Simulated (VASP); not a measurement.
# Mg2Si (Fm-3m) in VASP: further runs

The runs below take Mg2Si through single point, with PBE, r2SCAN.

Program: VASP 6.6.1. These are calculated values, not measurements. Logs are shortened: lines on timing, memory, paths and dates and some standing lists are left out, and cuts for length are marked.

## Step 1: The cell of the first run

It takes space group Fm-3m (No. 225, cubic). The conventional cell has a = 6.411 Å, b = 6.411 Å, c = 6.411 Å, α = 90.00°, β = 90.00°, γ = 90.00°. Within 3.7 Å of Mg (site symmetry -43m) lie 4 Si at 2.78 Å and 6 Mg at 3.21 Å. Within 3.7 Å of Si (site symmetry m-3m) lie 8 Mg at 2.78 Å.

## Step 2: Single point, PBE

File INCAR:

```
PREC = Accurate ; ENCUT = 600
EDIFF = 1E-6 ; ISMEAR = 0
SIGMA = 0.05 ; LREAL = F
LASPH = T ; NELM = 120
ALGO = Normal ; ISIF = 2
LWAVE = F ; LCHARG = F
GGA = PE ; NBANDS = 11
GGA_COMPAT = F
```

File KPOINTS:

```
Automatic mesh
0
Gamma
  6 6 6
```

File POSCAR:

```
Mg2Si
1.0
    0.0000000000      3.2056146959      3.2056146959
    3.2056146959      0.0000000000      3.2056146959
    3.2056146959      3.2056146959      0.0000000000
Mg Si
2 1
Direct
    0.2500000000      0.2500000000      0.2500000000
    0.7500000000      0.7500000000      0.7500000000
    0.0000000000      0.0000000000      0.0000000000
```

Potentials or basis: VASP PAW PBE potentials, release 64 (Mg, Si).

Launch:

```sh
cat potpaw_PBE.64/Mg/POTCAR potpaw_PBE.64/Si/POTCAR > POTCAR
mpirun -np 1 vasp_std > vasp.out
```

OUTCAR:

```text
PREC = Accurate
   ENCUT = 600
   EDIFF = 1E-6
   ISMEAR = 0
   LREAL = F
   LASPH = T
   NELM = 120
   ISIF = 2
   GGA = PE

 ion  position               nearest neighbor table
   1  0.250  0.250  0.250-   3 2.78   3 2.78   3 2.78   3 2.78   2 3.21   2 3.21   2 3.21   2 3.21
                             2 3.21   2 3.21
   2  0.750  0.750  0.750-   3 2.78   3 2.78   3 2.78   3 2.78   1 3.21   1 3.21   1 3.21   1 3.21
                             1 3.21   1 3.21
   3  0.000  0.000  0.000-   1 2.78   2 2.78   2 2.78   2 2.78   2 2.78   1 2.78   1 2.78   1 2.78

  LATTYP: Found a face centered cubic cell.
 ALAT       =     6.4112293918

  Lattice vectors:

 A1 = (   0.0000000000,   3.2056146959,   3.2056146959)
 A2 = (   3.2056146959,   0.0000000000,   3.2056146959)
 A3 = (   3.2056146959,   3.2056146959,   0.0000000000)

Analysis of symmetry for initial positions (statically):
=====================================================================
 Subroutine PRICEL returns:
 Original cell was already a primitive cell.

 Routine SETGRP: Setting up the symmetry group for a
 face centered cubic supercell.

 Subroutine GETGRP returns: Found 48 space group operations
[... 9 lines left out ...]

 Routine SETGRP: Setting up the symmetry group for a
 face centered cubic supercell.

 Subroutine GETGRP returns: Found 48 space group operations
[... 11 lines left out ...]
                                     Primitive cell

  volume of cell :      65.8816

  direct lattice vectors                    reciprocal lattice vectors
     0.000000000  3.205614696  3.205614696    -0.155976325  0.155976325  0.155976325
     3.205614696  0.000000000  3.205614696     0.155976325 -0.155976325  0.155976325
     3.205614696  3.205614696  0.000000000     0.155976325  0.155976325 -0.155976325

  length of vectors
     4.533423779  4.533423779  4.533423779     0.270158920  0.270158920  0.270158920

  position of ions in fractional coordinates (direct lattice)
     0.250000000  0.250000000  0.250000000
     0.750000000  0.750000000  0.750000000
     0.000000000  0.000000000  0.000000000

  ion indices of the primitive-cell ions
   primitive index   ion index
                 1           1
                 2           2
                 3           3

----------------------------------------------------------------------------------------

 KPOINTS: Automatic mesh

Automatic generation of k-mesh.
 Grid dimensions read from file:
 generate k-points for:    6    6    6

 Generating k-lattice:

  Cartesian coordinates                     Fractional coordinates (reciprocal lattice)
    -0.025996054  0.025996054  0.025996054     0.166666667  0.000000000  0.000000000
     0.025996054 -0.025996054  0.025996054     0.000000000  0.166666667  0.000000000
     0.025996054  0.025996054 -0.025996054     0.000000000  0.000000000  0.166666667

  Length of vectors
     0.045026487  0.045026487  0.045026487

  Shift w.r.t. Gamma in fractional coordinates (k-lattice)
     0.000000000  0.000000000  0.000000000

 Subroutine IBZKPT returns following result:
 ===========================================

 Found     16 irreducible k-points:

 Following reciprocal coordinates:
            Coordinates               Weight
  0.000000  0.000000  0.000000      1.000000
  0.166667  0.000000  0.000000      8.000000
  0.333333  0.000000  0.000000      8.000000
  0.500000  0.000000  0.000000      4.000000
  0.166667  0.166667  0.000000      6.000000
  0.333333  0.166667  0.000000     24.000000
[... 8 lines left out ...]
 -0.333333  0.333333  0.166667     24.000000
 -0.333333  0.500000  0.166667     12.000000
   k-points           NKPTS =     16   k-points in BZ     NKDIM =     16   number of bands    NBANDS=     11
   number of dos      NEDOS =    301   number of ions     NIONS =      3
   total plane-waves  NPLWV =  46656
   dimension x,y,z NGX =    36 NGY =   36 NGZ =   36
   dimension x,y,z NGXF=    72 NGYF=   72 NGZF=   72
   ions per type =               2   1
   NGX,Y,Z   is equivalent  to a cutoff of  13.20, 13.20, 13.20 a.u.
   NGXF,Y,Z  is equivalent  to a cutoff of  26.40, 26.40, 26.40 a.u.
 SYSTEM =  unknown system
   PREC   = accura    normal or accurate (medium, high low for compatibility)
   ISTART =      0    job   : 0-new  1-cont  2-samecut
   ICHARG =      2    charge: 1-file 2-atom 10-const
   ISPIN  =      1    spin polarized calculation?
   LNONCOLLINEAR =      F non collinear calculations
   LSORBIT =      F    spin-orbit coupling
   LASPH  =      T    aspherical Exc in radial PAW
   ENCUT  =  600.0 eV  44.10 Ry    6.64 a.u.   9.05  9.05  9.05*2*pi/ulx,y,z
   NELM   =    120;   NELMIN=  2; NELMDL= -5     # of ELM steps
   EDIFF  = 0.1E-05   stopping-criterion for ELM
   LREAL  =      F    real-space projection
   EDIFFG = 0.1E-04   stopping-criterion for IOM
   NSW    =      0    number of steps for IOM
   IBRION =     -1    ionic relax: 0-MD 1-quasi-New 2-CG
   NFREE  =      0    steps in history (QN), initial steepest desc. (CG)
   ISIF   =      2    stress and relaxation
   ISYM   =      2    0-nonsym 1-usesym 2-fastsym
   POTIM  = 0.5000    time-step for ionic-motion
   TEBEG  =    0.0;   TEEND  =   0.0 temperature during run
   PSTRESS=    0.0 pullay stress
   NELECT =       8.0000    total number of electrons
   NUPDOWN=      -1.0000    fix difference up-down
   EMIN   =  10.00;   EMAX   =-10.00  energy-range for DOS
   EFERMI =   0.00;   METHOD = LEGACY
   ISMEAR =     0;   SIGMA  =   0.05  broadening in eV -4-tet -1-fermi 0-gaus
   EFERMI_NEDOS =   21; number of points for ismear=-14 and -15
   IALGO  =     38    algorithm
   IMIX   =      4    mixing-type and parameters
     AMIX     =   0.40;   BMIX     =  1.00
     AMIX_MAG =   1.60;   BMIX_MAG =  1.00
  volume/ion in A,a.u.               =      21.96       148.20
  Fermi-wavevector in a.u.,A,eV,Ry     =   0.810681  1.531966  8.941806  0.657204
  Thomas-Fermi vector in A             =   1.919902
   LORBIT       =      0    0 simple, 1 ext, 2 COOP (PROOUT), +10 PAW based schemes
   GGA     = PE    functional components
   LHFCALC =     F    Hartree Fock is set to
   AEXX    =    0.0000 exact exchange contribution
   IVDW    =     0    specifies the selected vdW correction
   LEPSILON=     F    determine dielectric tensor
   LRPA    =     F    only Hartree local field effects (RPA)
 non-spin polarized calculation
 Gauss-broadening in eV      SIGMA  =   0.05
  energy-cutoff  :      600.00
  volume of cell :       65.88
 maximum number of plane-waves:      2215
   NGX = 19   NGY = 19   NGZ = 19

 number of electron       8.0000000 magnetization

 Free energy of the ion-electron system (eV)
  ---------------------------------------------------
  ext. energy  EPLUGINS =         0.00000000
  ---------------------------------------------------
  free energy    TOTEN  =        -8.88943313 eV

  energy without entropy =       -8.88942984  energy(sigma->0) =       -8.88943148

 E-fermi :   3.5483     XC(G=0):  -8.6907

 val. band max:        3.4312760845   @ k =   0.0000   0.0000   0.0000
 cond. band min:       3.6652309080   @ k =   0.5000   0.5000   0.0000
 fundamental gap:      0.2339548235
 Fermi energy:         3.5482534631

 k-point     1 :       0.0000    0.0000    0.0000
  band No.  band energies     occupation
      1      -5.5593      2.00000
      2       3.4313      1.99906
      3       3.4313      1.99906
      4       3.4313      1.99906
      5       5.1397      0.00000
      6       5.9544      0.00000
      7       5.9544      0.00000
      8       5.9544      0.00000
      9       9.0402      0.00000
     10       9.0402      0.00000
     11       9.6293      0.00000

 k-point     2 :       0.1667    0.0000    0.0000
  band No.  band energies     occupation
      1      -5.3192      2.00000
      2       1.7401      2.00000
      3       3.1879      2.00000
      4       3.1879      2.00000
      5       5.2483      0.00000
      6       6.3518      0.00000
      7       6.3518      0.00000
      8       7.1179      0.00000
      9       8.2852      0.00000
     10       8.2852      0.00000
     11       9.8339      0.00000

 k-point     3 :       0.3333    0.0000    0.0000
  band No.  band energies     occupation
      1      -4.6813      2.00000
      2      -0.2613      2.00000
      3       2.8606      2.00000
      4       2.8606      2.00000
      5       4.7624      0.00000
      6       6.2184      0.00000
      7       6.2184      0.00000
      8       8.5639      0.00000
      9       9.1326      0.00000
     10       9.1326      0.00000
     11       9.7931      0.00000

 k-point     4 :       0.5000    0.0000    0.0000
  band No.  band energies     occupation
      1      -4.1829      2.00000
      2      -1.2396      2.00000
      3       2.7392      2.00000
      4       2.7392      2.00000
      5       4.5785      0.00000
      6       5.9644      0.00000
      7       5.9644      0.00000
      8       8.3695      0.00000
      9      11.3419      0.00000
     10      11.3419      0.00000
     11      11.4751      0.00000
[... 127 lines left out ...]
 k-point    14 :       0.5000    0.3333    0.1667
  band No.  band energies     occupation
      1      -4.1724      2.00000
      2      -0.1476      2.00000
      3       0.8286      2.00000
      4       1.8770      2.00000
      5       5.6571      0.00000
      6       5.8010      0.00000
      7       6.6189      0.00000
      8       9.0450      0.00000
      9       9.5123      0.00000
     10      11.0669      0.00000
     11      12.6090      0.00000

 k-point    15 :      -0.3333    0.3333    0.1667
  band No.  band energies     occupation
      1      -3.7794      2.00000
      2      -0.5892      2.00000
      3       0.4055      2.00000
      4       1.5142      2.00000
      5       5.6829      0.00000
      6       6.1220      0.00000
      7       7.7475      0.00000
      8       8.2932      0.00000
      9       9.2416      0.00000
     10      11.3744      0.00000
     11      12.3221      0.00000

 k-point    16 :      -0.3333    0.5000    0.1667
  band No.  band energies     occupation
      1      -3.6124      2.00000
      2      -0.5628      2.00000
      3       0.4847      2.00000
      4       0.9706      2.00000
      5       5.1652      0.00000
      6       5.4927      0.00000
      7       8.3791      0.00000
      8       8.4817      0.00000
      9      11.4398      0.00000
     10      11.7409      0.00000
     11      11.9560      0.00000

------------------------ aborting loop because EDIFF is reached ----------------------------------------

  FORCE on cell =-STRESS in cart. coord.  units (eV):
  Direction    XX          YY          ZZ          XY          YZ          ZX
  --------------------------------------------------------------------------------------
  -------------------------------------------------------------------------------------
  Total       -0.5266153     -0.5266153     -0.5266153      0.0000000      0.0000000      0.0000000
  in kB      -12.8067848    -12.8067848    -12.8067848      0.0000000      0.0000000      0.0000000
  external PRESSURE =     -12.8067848 kB  Pullay stress =       0.0000000 kB

 VOLUME and BASIS-vectors are now :
 -----------------------------------------------------------------------------
  energy-cutoff  :      600.00
  volume of cell :       65.88
      direct lattice vectors                 reciprocal lattice vectors
     0.000000000  3.205614696  3.205614696    -0.155976325  0.155976325  0.155976325
     3.205614696  0.000000000  3.205614696     0.155976325 -0.155976325  0.155976325
     3.205614696  3.205614696  0.000000000     0.155976325  0.155976325 -0.155976325

 POSITION                                       TOTAL-FORCE (eV/Angst)
 -----------------------------------------------------------------------------------
      1.60281      1.60281      1.60281         0.000000      0.000000      0.000000
      4.80842      4.80842      4.80842        -0.000000     -0.000000     -0.000000
      0.00000      0.00000      0.00000         0.000000      0.000000      0.000000
 -----------------------------------------------------------------------------------
    total drift:                               -0.000000     -0.000000     -0.000000

  FREE ENERGIE OF THE ION-ELECTRON SYSTEM (eV)
  ---------------------------------------------------
  free  energy   TOTEN  =        -8.8894331282 eV

  energy  without entropy=       -8.8894298398  energy(sigma->0) =       -8.88943148
```

Wall time 20 s (1 thread of Intel Xeon Platinum 8259CL at 2.50GHz (Skylake/Cascade Lake), shared host); peak memory 0.21 GiB.

What came out:

```
Free energy            : -8.8894 eV
Pressure               : -1.3 GPa
Band gap on the k mesh : 0.23 eV, indirect (least direct gap 1.71 eV)
```

A k mesh can miss the band edges.

## Step 3: Single point, PBE

This run uses another cell than the first one, of 21.79 Å³/atom, 0.992 times its volume.

File INCAR:

```
SYSTEM = Mg2Si
PREC = Accurate ; ENCUT = 600
EDIFF = 1E-6 ; ISMEAR = 0
SIGMA = 0.05 ; LREAL = .FALSE.
LASPH = .TRUE. ; NELM = 120
ALGO = Normal ; ISIF = 2
LWAVE = .FALSE. ; LCHARG = .TRUE.
GGA = PE ; LELF = .TRUE.
LVHAR = .TRUE. ; NBANDS = 11
GGA_COMPAT = .FALSE.
```

File KPOINTS:

```
regular mesh
0
G
  6 6 6
  0 0 0
```

File POSCAR:

```
Mg2Si
1.0
    0.0000000000      3.1973729067      3.1973729067
    3.1973729067      0.0000000000      3.1973729067
    3.1973729067      3.1973729067      0.0000000000
Mg Si
2 1
Direct
    0.2500000000      0.2500000000      0.2500000000
    0.7500000000      0.7500000000      0.7500000000
    0.0000000000      0.0000000000      0.0000000000
```

Potentials or basis: VASP PAW PBE potentials, release 64 (Mg, Si).

Launch:

```sh
cat potpaw_PBE.64/Mg/POTCAR potpaw_PBE.64/Si/POTCAR > POTCAR
mpirun -np 1 vasp_std > vasp.out
```

Wall time 28 s (1 thread of Intel Xeon Platinum 8259CL at 2.50GHz (Skylake/Cascade Lake), shared host); peak memory 0.2 GiB.

It converged, with:

- Free energy: -8.8929 eV
- Pressure: -0.9 GPa
- Band gap on the k mesh: 0.23 eV, indirect (least direct gap 1.75 eV)

Levels at points of the mesh, in eV from the valence-band top:
| k point | band 1 | band 2 | band 3 | band 4 | band 5 | band 6 | band 7 | band 8 | band 9 |
| --- | --- | --- | --- | --- | --- | --- | --- | --- | --- |
| (0.00, 0.00, 0.00) | -9.02 | 0.00 | 0.00 | 0.00 | 1.75 | 2.53 | 2.53 | 2.53 | 5.62 |
| (0.50, 0.00, 0.00) | -7.63 | -4.70 | -0.69 | -0.69 | 1.18 | 2.54 | 2.54 | 4.96 | 7.93 |
| (0.50, 0.50, 0.00) | -7.09 | -4.38 | -1.92 | -1.92 | 0.23 | 0.37 | 7.81 | 7.81 | 8.30 |

A k mesh can miss the band edges.

## Step 4: Single point, PBE

This run uses another cell than the first one, of 21.48 Å³/atom, 0.978 times its volume.

File INCAR:

```
SYSTEM = Mg2Si
ALGO = Normal
EDIFF = 1E-6
ENCUT = 600
GGA = PE
GGA_COMPAT = .False.
ISIF = 2
ISMEAR = 0
LASPH = .True.
LCHARG = .False.
LREAL = .False.
LWAVE = .False.
NBANDS = 11
NELM = 120
PREC = Accurate
SIGMA = 0.05
```

File KPOINTS:

```
k-points
0
Gamma
  6 6 6
  0 0 0
```

File POSCAR:

```
Mg2Si
1.0
    0.0000000000      3.1820363605      3.1820363605
    3.1820363605      0.0000000000      3.1820363605
    3.1820363605      3.1820363605      0.0000000000
Mg Si
2 1
Direct
    0.2500000000      0.2500000000      0.2500000000
    0.7500000000      0.7500000000      0.7500000000
    0.0000000000      0.0000000000      0.0000000000
```

Launch:

```sh
cat potpaw_PBE.64/Mg/POTCAR potpaw_PBE.64/Si/POTCAR > POTCAR
mpirun -np 1 vasp_std > vasp.out
```

Wall time 24 s (1 thread of Intel Xeon Platinum 8259CL at 2.50GHz (Skylake/Cascade Lake), shared host); peak memory 0.2 GiB.

It converged, with:

- Free energy: -8.8959 eV
- Pressure: -0.1 GPa
- Band gap on the k mesh: 0.21 eV, indirect (least direct gap 1.84 eV)

Levels at points of the mesh, in eV from the valence-band top:
| k point | band 1 | band 2 | band 3 | band 4 | band 5 | band 6 | band 7 | band 8 | band 9 |
| --- | --- | --- | --- | --- | --- | --- | --- | --- | --- |
| (0.00, 0.00, 0.00) | -9.09 | 0.00 | 0.00 | 0.00 | 1.84 | 2.55 | 2.55 | 2.55 | 5.63 |
| (0.50, 0.00, 0.00) | -7.67 | -4.74 | -0.70 | -0.70 | 1.23 | 2.54 | 2.54 | 4.99 | 7.97 |
| (0.50, 0.50, 0.00) | -7.12 | -4.42 | -1.94 | -1.94 | 0.21 | 0.39 | 7.89 | 7.89 | 8.36 |

## Step 5: Single point, r2SCAN

This run uses another cell than the first one, of 21.38 Å³/atom, 0.974 times its volume.

File POSCAR:

```
Mg2Si
1.0
    0.0000000000      3.1770998964      3.1770998964
    3.1770998964      0.0000000000      3.1770998964
    3.1770998964      3.1770998964      0.0000000000
Mg Si
2 1
Direct
    0.2500000000      0.2500000000      0.2500000000
    0.7500000000      0.7500000000      0.7500000000
    0.0000000000      0.0000000000      0.0000000000
```

File INCAR.step1:

```
SYSTEM = Mg2Si
PREC     = Accurate       ! precision mode
ENCUT    = 660            ! plane-wave cutoff, eV
ISMEAR   = 0              ! smearing method
SIGMA    = 0.05           ! smearing width, eV
LREAL    = .False.        ! projectors in reciprocal space
LASPH    = .True.         ! aspherical terms in the spheres
NELM     = 120            ! most SCF steps
NBANDS   = 11             ! bands
GGA      = PE             ! functional
ALGO     = Normal         ! electronic algorithm
EDIFF    = 1E-5           ! SCF threshold, eV
LWAVE    = .True.         ! write WAVECAR
LCHARG   = .False.        ! write CHGCAR
GGA_COMPAT= .False.
```

File INCAR.step2:

```
SYSTEM = Mg2Si
PREC     = Accurate       ! precision mode
ENCUT    = 660            ! plane-wave cutoff, eV
EDIFF    = 1E-6           ! SCF threshold, eV
ISMEAR   = 0              ! smearing method
SIGMA    = 0.05           ! smearing width, eV
LREAL    = .False.        ! projectors in reciprocal space
LASPH    = .True.         ! aspherical terms in the spheres
NELM     = 120            ! most SCF steps
ALGO     = Normal         ! electronic algorithm
ISIF     = 2              ! what is computed and relaxed
LWAVE    = .False.        ! write WAVECAR
LCHARG   = .False.        ! write CHGCAR
METAGGA  = R2SCAN         ! meta-GGA
LMIXTAU  = .True.       
NBANDS   = 11             ! bands
ISTART   = 1            
GGA_COMPAT= .False.
```

File KPOINTS:

```
Automatic mesh
0
Gamma
  10 10 10
  0 0 0
```

Launch:

```sh
cat potpaw_PBE.64/Mg/POTCAR potpaw_PBE.64/Si/POTCAR > POTCAR
cp INCAR.step1 INCAR
mpirun -np 1 vasp_std > vasp.out
cp INCAR.step2 INCAR
mpirun -np 1 vasp_std > vasp.out
```

Wall time 4.4 min (1 thread of Intel Xeon Platinum 8259CL at 2.50GHz (Skylake/Cascade Lake), shared host); peak memory 0.28 GiB.

The run converged. Its results:

| Quantity | Value |
| --- | --- |
| Free energy | -17.6844 eV |
| Pressure | -0.7 GPa |
| Band gap on the k mesh | 0.46 eV, indirect (least direct gap 2.45 eV) |

Levels at points of the mesh, in eV from the valence-band top:
```
           k point  band 1  band 2  band 3  band 4  band 5  band 6  band 7  band 8  band 9
(0.00, 0.00, 0.00)   -9.51    0.00    0.00    0.00    2.45    2.83    2.83    2.83    5.96
(0.50, 0.00, 0.00)   -8.03   -4.89   -0.74   -0.74    1.71    2.82    2.82    5.62    8.50
(0.50, 0.50, 0.00)   -7.45   -4.54   -2.03   -2.03    0.46    0.74    8.64    8.64    8.98
```

Caveat: the PAW data sets were made with another functional, which shifts forces and pressure a little. A k mesh can miss the band edges.

## Step 6: Overview

```tsv
level	cell	k mesh	cutoff (eV)	gap on the mesh (eV)	pressure (GPa)
PBE	a = 4.533 Å, angles 60.0°, 3 atoms	6 × 6 × 6	600	0.23	-1.3
PBE	a = 4.522 Å, angles 60.0°, 3 atoms	6 × 6 × 6	600	0.23	-0.9
PBE	a = 4.500 Å, angles 60.0°, 3 atoms	6 × 6 × 6	600	0.21	-0.1
r2SCAN	a = 4.493 Å, angles 60.0°, 3 atoms	10 × 10 × 10	660	0.46	-0.7
```

Alike in all rows: task single point; potentials or basis VASP PAW PBE potentials, release 64 (Mg, Si); no spin polarisation; smearing gaussian 0.05 eV.

Caveats: the PAW data sets were made with another functional, which shifts forces and pressure a little (some runs).

Absolute energies hang on the potentials; compare differences alone.
